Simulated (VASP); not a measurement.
Wanted: the native input for a VASP 6.6.1 run.

```yaml
Task: single point
Functional: r2SCAN
Potentials_or_basis: VASP PAW PBE potentials, release 64 (Na_pv, Cl)
Cutoff: 520 eV
k_mesh: 8 × 8 × 8
Occupations: gaussian, width 0.01 eV
Spin: no spin polarisation
Dipole_correction: no
Further_INCAR_settings: ALGO = Normal; EDIFF = 1e-07; NBANDS = 14
```

NaCl:

```xyz
2
Lattice="0.0000 2.9190 2.8027 2.9190 0.0000 2.8027 2.9190 2.9190 0.0000" Properties=species:S:1:pos:R:3 pbc="T T T"
Na    0.0000    0.0000    0.0000
Cl    2.9190    2.9190    2.8027
```

This cell differs from its parent crystal: biaxial xy strain +4.2%.

The input as run:

POSCAR

```
NaCl
1.0
    0.0000000000      2.9190453386      2.8027319622
    2.9190453386      0.0000000000      2.8027319622
    2.9190453386      2.9190453386      0.0000000000
Na Cl
1 1
Direct
    0.0000000000      0.0000000000      0.0000000000
    0.5000000000      0.5000000000      0.5000000000
```

INCAR.step1

```
SYSTEM = NaCl
PREC = Accurate
ENCUT = 520
ISMEAR = 0
SIGMA = 0.01
LREAL = .FALSE.
LASPH = .TRUE.
NELM = 80
NBANDS = 14
GGA = PE
ALGO = Normal
EDIFF = 1E-4
LWAVE = .TRUE.
LCHARG = .FALSE.
```

INCAR.step2

```
SYSTEM = NaCl
PREC = Accurate
ENCUT = 520
EDIFF = 1E-7
ISMEAR = 0
SIGMA = 0.01
LREAL = .FALSE.
LASPH = .TRUE.
NELM = 80
ALGO = Normal
ISIF = 2
LWAVE = .FALSE.
LCHARG = .TRUE.
METAGGA = R2SCAN
LMIXTAU = .TRUE.
LELF = .TRUE.
LVHAR = .TRUE.
NBANDS = 14
ISTART = 1
```

KPOINTS

```
regular mesh
0
G
  8 8 8
  0 0 0
```

Potentials or basis: VASP PAW PBE potentials, release 64 (Na_pv, Cl).

Run with:

```bash
$ cat potpaw_PBE.64/Na_pv/POTCAR potpaw_PBE.64/Cl/POTCAR > POTCAR
$ cp INCAR.step1 INCAR
$ mpirun -np 1 vasp_std > vasp.out
$ cp INCAR.step2 INCAR
$ mpirun -np 1 vasp_std > vasp.out
```

It gave:

- Pressure: -1.9 GPa
- Band gap on the k mesh: 5.66 eV

Caveat: the cell differs from its parent crystal (biaxial xy strain +4.2%); the PAW data sets were made with another functional, which shifts forces and pressure a little.

It took 120 s on 1 thread of Intel(R) Xeon(R) Platinum 8375C CPU @ 2.90GHz (Ice Lake) (shared host), peak memory 0.18 GiB.
